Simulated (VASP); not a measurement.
# Pt (P6_3/mmc) in VASP: single point with PBE

Aim: the single point of Pt with PBE.

Everything below comes from runs of VASP 6.6.1. Logs are shortened: lines on timing, memory, paths and dates and some standing lists are left out, and cuts for length are marked.

## (1) The cell of the first run

The structure is hexagonal, space group P6_3/mmc (No. 194). The conventional cell has a = 2.776 Å, b = 2.776 Å, c = 4.719 Å, α = 90.00°, β = 90.00°, γ = 120.00°. Pt (site symmetry -6m2) has 12 Pt at 2.78 to 2.85 Å within 3.7 Å.

## (2) Single point, PBE

Input file INCAR:

```
SYSTEM = Pt
PREC = Accurate ; ENCUT = 500
EDIFF = 1E-6 ; ISMEAR = 0
SIGMA = 0.05 ; LREAL = .FALSE.
LASPH = .TRUE. ; NELM = 120
ALGO = Normal ; ISIF = 2
LWAVE = .FALSE. ; LCHARG = .FALSE.
GGA = PE ; NBANDS = 17
GGA_COMPAT = .FALSE.
```

Input file KPOINTS:

```
Automatic mesh
0
G
  8 8 4
  0 0 0
```

Input file POSCAR:

```
Pt
1.0
    2.7759424091      0.0000000000      0.0000000000
   -1.3879712045      2.4040366457      0.0000000000
    0.0000000000      0.0000000000      4.7193446697
Pt
2
Direct
    0.3333333333      0.6666666667      0.7500000000
    0.6666666667      0.3333333333      0.2500000000
```

Potentials or basis: VASP PAW PBE potentials, release 64 (Pt).

On the command line:

```
> cat potpaw_PBE.64/Pt/POTCAR > POTCAR
> mpirun -np 1 vasp_std > vasp.out
```

OUTCAR:

```text
SYSTEM = Pt
   PREC = Accurate
   ENCUT = 500
   EDIFF = 1E-6
   ISMEAR = 0
   LREAL = .FALSE.
   LASPH = .TRUE.
   NELM = 120
   ISIF = 2
   GGA = PE

 ion  position               nearest neighbor table
   1  0.333  0.667  0.750-   2 2.85   2 2.85   2 2.85   2 2.85   2 2.85   2 2.85
   2  0.667  0.333  0.250-   1 2.85   1 2.85   1 2.85   1 2.85   1 2.85   1 2.85

  LATTYP: Found a hexagonal cell.
 ALAT       =     2.7759424091
 C/A-ratio  =     1.7000873845

  Lattice vectors:

 A1 = (   2.7759424091,   0.0000000000,   0.0000000000)
 A2 = (  -1.3879712045,   2.4040366457,   0.0000000000)
 A3 = (   0.0000000000,   0.0000000000,   4.7193446697)

Analysis of symmetry for initial positions (statically):
=====================================================================
 Subroutine PRICEL returns:
 Original cell was already a primitive cell.

 Routine SETGRP: Setting up the symmetry group for a
 hexagonal supercell.

 Subroutine GETGRP returns: Found 24 space group operations
 (whereof 12 operations were pure point group operations)
 out of a pool of 24 trial point group operations.

The static configuration has the point symmetry D_3d.
 The point group associated with its full space group is D_6h.

Analysis of symmetry for dynamics (positions and initial velocities):
=====================================================================
 Subroutine PRICEL returns:
 Original cell was already a primitive cell.

 Routine SETGRP: Setting up the symmetry group for a
 hexagonal supercell.

 Subroutine GETGRP returns: Found 24 space group operations
 (whereof 12 operations were pure point group operations)
 out of a pool of 24 trial point group operations.

The dynamic configuration has the point symmetry D_3d.
 The point group associated with its full space group is D_6h.

 Subroutine INISYM returns: Found 24 space group operations
 (whereof 12 operations are pure point group operations),
 and found     1 'primitive' translations

----------------------------------------------------------------------------------------

                                     Primitive cell

  volume of cell :      31.4944

  direct lattice vectors                    reciprocal lattice vectors
     2.775942409  0.000000000  0.000000000     0.360238021  0.207983518  0.000000000
    -1.387971205  2.404036646  0.000000000     0.000000000  0.415967037  0.000000000
     0.000000000  0.000000000  4.719344670     0.000000000  0.000000000  0.211893826

  length of vectors
     2.775942409  2.775942409  4.719344670     0.415967037  0.415967037  0.211893826

  position of ions in fractional coordinates (direct lattice)
     0.333333333  0.666666667  0.750000000
     0.666666667  0.333333333  0.250000000

  ion indices of the primitive-cell ions
   primitive index   ion index
                 1           1
                 2           2

----------------------------------------------------------------------------------------

 KPOINTS: Automatic mesh

Automatic generation of k-mesh.
 Grid dimensions read from file:
 generate k-points for:    8    8    4

 Generating k-lattice:

  Cartesian coordinates                     Fractional coordinates (reciprocal lattice)
     0.045029753  0.025997940  0.000000000     0.125000000  0.000000000  0.000000000
     0.000000000  0.051995880  0.000000000     0.000000000  0.125000000  0.000000000
     0.000000000  0.000000000  0.052973457     0.000000000  0.000000000  0.250000000

  Length of vectors
     0.051995880  0.051995880  0.052973457

  Shift w.r.t. Gamma in fractional coordinates (k-lattice)
     0.000000000  0.000000000  0.000000000

 Subroutine IBZKPT returns following result:
 ===========================================

 Found     30 irreducible k-points:

 Following reciprocal coordinates:
            Coordinates               Weight
  0.000000  0.000000  0.000000      1.000000
  0.125000  0.000000  0.000000      6.000000
  0.250000  0.000000  0.000000      6.000000
  0.375000  0.000000  0.000000      6.000000
  0.500000  0.000000  0.000000      3.000000
  0.125000  0.125000  0.000000      6.000000
[... 16 lines left out ...]
  0.250000  0.000000  0.500000      6.000000
  0.375000  0.000000  0.500000      6.000000
 [... further k-points ...]
   k-points           NKPTS =     30   k-points in BZ     NKDIM =     30   number of bands    NBANDS=     17
   number of dos      NEDOS =    301   number of ions     NIONS =      2
   total plane-waves  NPLWV =  14400
   dimension x,y,z NGX =    20 NGY =   20 NGZ =   36
   dimension x,y,z NGXF=    40 NGYF=   40 NGZF=   72
   ions per type =               2
   NGX,Y,Z   is equivalent  to a cutoff of  11.98, 11.98, 12.68 a.u.
   NGXF,Y,Z  is equivalent  to a cutoff of  23.96, 23.96, 25.36 a.u.
 SYSTEM =  Pt
   PREC   = accura    normal or accurate (medium, high low for compatibility)
   ISTART =      0    job   : 0-new  1-cont  2-samecut
   ICHARG =      2    charge: 1-file 2-atom 10-const
   ISPIN  =      1    spin polarized calculation?
   LNONCOLLINEAR =      F non collinear calculations
   LSORBIT =      F    spin-orbit coupling
   LASPH  =      T    aspherical Exc in radial PAW
   ENCUT  =  500.0 eV  36.75 Ry    6.06 a.u.   5.06  5.06  8.60*2*pi/ulx,y,z
   NELM   =    120;   NELMIN=  2; NELMDL= -5     # of ELM steps
   EDIFF  = 0.1E-05   stopping-criterion for ELM
   LREAL  =      F    real-space projection
   EDIFFG = 0.1E-04   stopping-criterion for IOM
   NSW    =      0    number of steps for IOM
   IBRION =     -1    ionic relax: 0-MD 1-quasi-New 2-CG
   NFREE  =      0    steps in history (QN), initial steepest desc. (CG)
   ISIF   =      2    stress and relaxation
   ISYM   =      2    0-nonsym 1-usesym 2-fastsym
   POTIM  = 0.5000    time-step for ionic-motion
   TEBEG  =    0.0;   TEEND  =   0.0 temperature during run
   PSTRESS=    0.0 pullay stress
   NELECT =      20.0000    total number of electrons
   NUPDOWN=      -1.0000    fix difference up-down
   EMIN   =  10.00;   EMAX   =-10.00  energy-range for DOS
   EFERMI =   0.00;   METHOD = LEGACY
   ISMEAR =     0;   SIGMA  =   0.05  broadening in eV -4-tet -1-fermi 0-gaus
   EFERMI_NEDOS =   21; number of points for ismear=-14 and -15
   IALGO  =     38    algorithm
   IMIX   =      4    mixing-type and parameters
     AMIX     =   0.40;   BMIX     =  1.00
     AMIX_MAG =   1.60;   BMIX_MAG =  1.00
  volume/ion in A,a.u.               =      15.75       106.27
  Fermi-wavevector in a.u.,A,eV,Ry     =   1.407150  2.659128 26.940506  1.980071
  Thomas-Fermi vector in A             =   2.529438
   LORBIT       =      0    0 simple, 1 ext, 2 COOP (PROOUT), +10 PAW based schemes
   GGA     = PE    functional components
   LHFCALC =     F    Hartree Fock is set to
   AEXX    =    0.0000 exact exchange contribution
   IVDW    =     0    specifies the selected vdW correction
   LEPSILON=     F    determine dielectric tensor
   LRPA    =     F    only Hartree local field effects (RPA)
 non-spin polarized calculation
 Gauss-broadening in eV      SIGMA  =   0.05
  energy-cutoff  :      500.00
  volume of cell :       31.49
 maximum number of plane-waves:       815
   NGX = 11   NGY = 11   NGZ = 17

 number of electron      20.0000000 magnetization

 Free energy of the ion-electron system (eV)
  ---------------------------------------------------
  ext. energy  EPLUGINS =         0.00000000
  ---------------------------------------------------
  free energy    TOTEN  =       -12.04391701 eV

  energy without entropy =      -12.03825472  energy(sigma->0) =      -12.04108587

 E-fermi :  10.3967     XC(G=0): -13.2298

 val. band max:       10.3548517771   @ k =   0.2500   0.1250   0.0000
 cond. band min:      10.4052930330   @ k =   0.3750   0.0000   0.2500
 fundamental gap:      0.0504412559
 Fermi energy:        10.3967153121

 k-point     1 :       0.0000    0.0000    0.0000
  band No.  band energies     occupation
      1       0.7124      2.00000
      2       3.4409      2.00000
      3       6.6268      2.00000
      4       7.0242      2.00000
      5       7.0242      2.00000
      6       7.4235      2.00000
[... 9 lines left out ...]
     16      27.7660      0.00000
     17      31.2051      0.00000

 k-point     2 :       0.1250    0.0000    0.0000
  band No.  band energies     occupation
      1       1.2572      2.00000
      2       3.9148      2.00000
      3       6.4143      2.00000
      4       7.0825      2.00000
      5       7.3048      2.00000
      6       7.4417      2.00000
[... 9 lines left out ...]
     16      27.9085      0.00000
     17      29.1246      0.00000

 k-point     3 :       0.2500    0.0000    0.0000
  band No.  band energies     occupation
      1       2.6438      2.00000
      2       4.6175      2.00000
      3       6.0990      2.00000
      4       6.3048      2.00000
      5       6.7107      2.00000
      6       7.7269      2.00000
[... 9 lines left out ...]
     16      26.5654      0.00000
     17      28.7980      0.00000

 k-point     4 :       0.3750    0.0000    0.0000
  band No.  band energies     occupation
      1       3.8343      2.00000
      2       4.3297      2.00000
      3       5.0844      2.00000
      4       6.8414      2.00000
      5       7.3174      2.00000
      6       7.3288      2.00000
[... 9 lines left out ...]
     16      23.8907      0.00000
     17      24.7236      0.00000
[... 343 lines left out ...]
      1       3.0480      2.00000
      2       3.0480      2.00000
      3       6.2021      2.00000
      4       6.2021      2.00000
      5       6.8952      2.00000
      6       6.8952      2.00000
[... 9 lines left out ...]
     16      26.4478      0.00000
     17      28.8409      0.00000

 k-point    23 :       0.2500    0.0000    0.5000
  band No.  band energies     occupation
      1       3.9875      2.00000
      2       3.9875      2.00000
      3       5.7802      2.00000
      4       5.7802      2.00000
      5       6.9781      2.00000
      6       6.9781      2.00000
[... 9 lines left out ...]
     16      25.1449      0.00000
     17      28.9400      0.00000

 k-point    24 :       0.3750    0.0000    0.5000
  band No.  band energies     occupation
      1       4.0387      2.00000
      2       4.0387      2.00000
      3       5.4404      2.00000
      4       5.4404      2.00000
      5       8.5497      2.00000
      6       8.5497      2.00000
[... 9 lines left out ...]
     16      24.8078      0.00000
     17      27.0148      0.00000

 [... further k-points ...]

------------------------ aborting loop because EDIFF is reached ----------------------------------------

  FORCE on cell =-STRESS in cart. coord.  units (eV):
  Direction    XX          YY          ZZ          XY          YZ          ZX
  --------------------------------------------------------------------------------------
  -------------------------------------------------------------------------------------
  Total       -0.0915216     -0.0915216     -0.0887446     -0.0000000      0.0000000      0.0000000
  in kB       -4.6558733     -4.6558733     -4.5146007     -0.0000000      0.0000000      0.0000000
  external PRESSURE =      -4.6087824 kB  Pullay stress =       0.0000000 kB

 VOLUME and BASIS-vectors are now :
 -----------------------------------------------------------------------------
  energy-cutoff  :      500.00
  volume of cell :       31.49
      direct lattice vectors                 reciprocal lattice vectors
     2.775942409  0.000000000  0.000000000     0.360238021  0.207983518  0.000000000
    -1.387971205  2.404036646  0.000000000     0.000000000  0.415967037  0.000000000
     0.000000000  0.000000000  4.719344670     0.000000000  0.000000000  0.211893826

 POSITION                                       TOTAL-FORCE (eV/Angst)
 -----------------------------------------------------------------------------------
     -0.00000      1.60269      3.53951         0.000000      0.000000     -0.000000
      1.38797      0.80135      1.17984        -0.000000     -0.000000      0.000000
 -----------------------------------------------------------------------------------
    total drift:                               -0.000000      0.000000     -0.000000

  FREE ENERGIE OF THE ION-ELECTRON SYSTEM (eV)
  ---------------------------------------------------
  free  energy   TOTEN  =       -12.0439170136 eV

  energy  without entropy=      -12.0382547167  energy(sigma->0) =      -12.04108587
```

It took 9.9 s on 1 thread of Intel Xeon Platinum 8375C at 2.90GHz (Ice Lake), shared host; peak memory 0.14 GiB.

Results:

```yaml
Free_energy: -12.0439 eV
Pressure: -0.5 GPa
Band_gap_on_the_k_mesh: zero (band 10 reaches 10.87 eV, above the bottom of band 11 at 9.60 eV)
```

Levels at points of the mesh, in eV from the Fermi level:
| k point | band 6 | band 7 | band 8 | band 9 | band 10 | band 11 | band 12 | band 13 | band 14 | band 15 |
| --- | --- | --- | --- | --- | --- | --- | --- | --- | --- | --- |
| (0.00, 0.00, 0.00) | -2.97 | -2.97 | -1.92 | -1.92 | -0.55 | -0.21 | -0.21 | 4.99 | 15.05 | 16.06 |
| (0.50, 0.00, 0.00) | -2.84 | -2.64 | 0.09 | 0.24 | 0.47 | 2.27 | 3.72 | 7.38 | 9.02 | 9.64 |
| (0.00, 0.00, 0.50) | -3.39 | -3.39 | -3.39 | -0.80 | -0.80 | -0.80 | -0.80 | 12.41 | 12.41 | 15.51 |
| (0.50, 0.00, 0.50) | -1.85 | -0.83 | -0.83 | 0.37 | 0.37 | 1.74 | 1.74 | 6.44 | 6.44 | 14.46 |

Caveat: spin-orbit coupling is left out, which moves the levels of the heavy elements.
